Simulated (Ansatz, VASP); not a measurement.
Two plane-wave programs on SiSe

```xyz
2
Lattice="3.4942 0.0000 0.0000 -1.7471 3.0260 0.0000 0.0000 0.0000 3.3659" Properties=species:S:1:pos:R:3 pbc="T T T"
Si    1.7471    1.0087    1.6830
Se    0.0000    0.0000    0.0000
```

Alike in both runs: task single point; functional PBE; k mesh 6 × 6 × 6; occupations gaussian, width 0.1 eV; no spin polarisation.

```csv
,VASP,Ansatz
version,VASP 6.6.1,Ansatz 0.2.0
potentials or method,"VASP PAW PBE potentials, release 64 (Si, Se), cutoff 520 eV","scalar-relativistic, plane waves, PAW"
valence electrons in the cell,10,20
```

VASP gave:

```
gap on the k mesh at the Fermi level (eV)                     : none
pressure (GPa)                                                : 10.7
traceless stress, the component that is largest in VASP (GPa) : 6.77
```

What did Ansatz give for the same quantities?

gap on the k mesh at the Fermi level (eV): none; pressure (GPa): 10.6; traceless stress, the component that is largest in VASP (GPa): 6.75.

A gap of «none» marks a metal or a gap that the smearing closes. VASP's potentials hold 10 valence electrons a cell and Ansatz's 20, so a difference there can come from the potentials and not from the codes.
